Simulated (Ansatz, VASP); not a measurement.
Al2Pt in VASP and in Ansatz

```
Al Pt
1.0
     0.00000    2.97320    2.97320
     2.97320    0.00000    2.97320
     2.97320    2.97320    0.00000
Al Pt
2 1
Direct
  0.25000 0.25000 0.25000
  0.75000 0.75000 0.75000
  0.00000 0.00000 0.00000
```

Alike in both runs: task relaxation of cell and atoms; functional PBE; dispersion D3(BJ); k mesh 12 × 12 × 12; occupations gaussian, width 0.1 eV; no spin polarisation.

```csv
,VASP,Ansatz
version,VASP 6.6.1,Ansatz 0.2.0
potentials or method,"VASP PAW PBE potentials, release 64 (Al, Pt), cutoff 500 eV","scalar-relativistic, plane waves, PAW"
valence electrons in the cell,16,24
```

Ansatz gave:

```
gap on the k mesh at the Fermi level, each at its own relaxed structure (eV) : none
relaxed volume (Å³/atom)                                                     : 16.98
relaxed cell length with the largest relative difference (Å)                 : 4.161
```

Task: What did VASP give for the same quantities?

Result: gap on the k mesh at the Fermi level, each at its own relaxed structure (eV): none; relaxed volume (Å³/atom): 16.97; relaxed cell length with the largest relative difference (Å): 4.160.

A gap of «none» marks a metal or a gap that the smearing closes. VASP's potentials hold 16 valence electrons a cell and Ansatz's 24, so a difference there can come from the potentials and not from the codes.

Neither program's run includes spin-orbit coupling.
